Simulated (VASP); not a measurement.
La2O3:

```
La O
1.0
     3.93078    0.00000    0.00000
    -1.96539    3.40415    0.00000
     0.00000    0.00000    6.11195
La O
2 3
Direct
  0.66667 0.33333 0.75376
  0.33333 0.66667 0.24624
  0.66667 0.33333 0.35411
  0.33333 0.66667 0.64589
  0.00000 0.00000 0.00000
```

```yaml
Program: VASP 6.6.1
Task: relaxation of cell and atoms
Functional: PBEsol
Potentials_or_basis: VASP PAW PBE potentials, release 64 (La, O)
Cutoff: 600 eV
k_mesh: 6 × 6 × 4
Occupations: gaussian, width 0.01 eV
Spin: no spin polarisation
```

At the start: pressure -3.3 GPa; volume 16.36 Å³/atom.

Task: Where does the relaxation end?

Result: Over 11 steps the energy falls by 4.4 meV/atom and the volume is 15.92 Å³/atom (-2.6 %); space group P-3m1 (No. 164, to 0.1 Å) before and after.

Step by step:
| step | energy change (eV) | largest force (eV/Å) | pressure (GPa) | volume (Å³) |
| --- | --- | --- | --- | --- |
| 1 | 0.0000 | 0.1029 | -3.30 | 81.78 |
| 2 | 0.0050 | 0.3953 | 3.89 | 77.86 |
| 3 | -0.0203 | 0.1244 | -0.08 | 79.90 |
| 4 | -0.0203 | 0.1291 | -0.01 | 79.86 |
| 5 | -0.0214 | 0.0238 | 0.04 | 79.70 |
| 6 | -0.0215 | 0.0155 | 0.06 | 79.65 |
| 7 | -0.0217 | 0.0174 | -0.07 | 79.70 |
| 8 | -0.0217 | 0.0189 | -0.14 | 79.72 |
| 9 | -0.0218 | 0.0210 | 0.05 | 79.61 |
| 10 | -0.0218 | 0.0151 | 0.01 | 79.63 |
| 11 | -0.0218 | 0.0087 | 0.01 | 79.62 |

Final structure:
```
La O
1.0
     3.90354    0.00000    0.00000
    -1.95177    3.38056    0.00000
     0.00000    0.00000    6.03347
La O
2 3
Direct
  0.66667 0.33333 0.75463
  0.33333 0.66667 0.24537
  0.66667 0.33333 0.35413
  0.33333 0.66667 0.64587
  0.00000 0.00000 0.00000
```

Caveat: the PAW data sets were made with another functional, which shifts forces and pressure a little.
